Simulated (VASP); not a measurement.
Input of a VASP 6.6.1 run:

Contents of POSCAR:

```
HfO2
1.0
    0.0000000000      2.4692406722      2.5525353421
    2.4692406722      0.0000000000      2.5525353421
    2.4692406722      2.4692406722      0.0000000000
Hf O
1 2
Direct
    0.0000000000      0.0000000000      0.0000000000
    0.2500000000      0.2500000000      0.2500000000
    0.7500000000      0.7500000000      0.7500000000
```

INCAR.step1

```
ALGO = Normal
EDIFF = 1E-4
ENCUT = 520
GGA = PE
ISMEAR = 0
LASPH = T
LCHARG = F
LREAL = F
LWAVE = T
NBANDS = 18
NELM = 60
PREC = Accurate
SIGMA = 0.01
```

INCAR.step2

```
ALGO = Normal
EDIFF = 1E-6
ENCUT = 520
ISIF = 2
ISMEAR = 0
ISTART = 1
LASPH = T
LCHARG = F
LMIXTAU = T
LREAL = F
LWAVE = F
METAGGA = R2SCAN
NBANDS = 18
NELM = 60
PREC = Accurate
SIGMA = 0.01
```

KPOINTS

```
k-points
0
Gamma
  8 8 8
```

Potentials or basis: VASP PAW PBE potentials, release 64 (Hf_pv, O).

Command:

```bash
$ cat potpaw_PBE.64/Hf_pv/POTCAR potpaw_PBE.64/O/POTCAR > POTCAR
$ cp INCAR.step1 INCAR
$ mpirun -np 1 vasp_std > vasp.out
$ cp INCAR.step2 INCAR
$ mpirun -np 1 vasp_std > vasp.out
```

Q: Predict the pressure.

A: 7.1 GPa.

Q: Predict the band gap on the k mesh.

A: 4.14 eV (least direct gap 4.23 eV).

Stress tensor (GPa, compression positive):
```
12.94  0.00  0.00
 0.00 12.94  0.00
 0.00  0.00 -4.60
```

Caveat: the cell differs from its parent crystal (epitaxial xy strain -2.4%); the cell stands under pressure; the PAW data sets were made with another functional, which shifts forces and pressure a little; spin-orbit coupling is left out, which moves the levels of the heavy elements. A k mesh can miss the band edges.
